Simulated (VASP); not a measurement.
Set up this calculation in VASP 6.6.1, as the native input.

```
Task                   : single point
Functional             : PBE
Potentials or basis    : VASP PAW PBE potentials, release 64 (Rb_sv)
Cutoff                 : 520 eV
k mesh                 : 10 × 10 × 10
Occupations            : gaussian, width 0.1 eV
Spin                   : no spin polarisation
Dipole correction      : no
Further INCAR settings : ALGO = Normal; EDIFF = 1e-06; NBANDS = 10
```

The structure of Rb lies in POSCAR:

```
Rb
1.0
   -2.8630839979      2.8630839979      2.8630839979
    2.8630839979     -2.8630839979      2.8630839979
    2.8630839979      2.8630839979     -2.8630839979
Rb
1
Direct
    0.0000000000      0.0000000000      0.0000000000
```

The input as run:

INCAR

```
SYSTEM = Rb
PREC = Accurate
ENCUT = 520
EDIFF = 1E-6
ISMEAR = 0
SIGMA = 0.1
LREAL = .False.
LASPH = .True.
NELM = 100
ALGO = Normal
ISIF = 2
LWAVE = .False.
LCHARG = .True.
GGA = PE
LELF = .True.
LVHAR = .True.
NBANDS = 10
```

KPOINTS

```
Automatic mesh
0
Gamma
  10 10 10
  0 0 0
```

Potentials or basis: VASP PAW PBE potentials, release 64 (Rb_sv).

Command:

```sh
$ cat potpaw_PBE.64/Rb_sv/POTCAR > POTCAR
$ mpirun -np 1 vasp_std > vasp.out
```

It gave:

```yaml
Pressure: -0.1 GPa
Band_gap_on_the_k_mesh: zero (an odd number of electrons rules out a gap without spin polarisation)
```

It took 51 s on 1 thread of Intel Xeon 8259CL, on a shared host, peak memory 0.24 GiB.
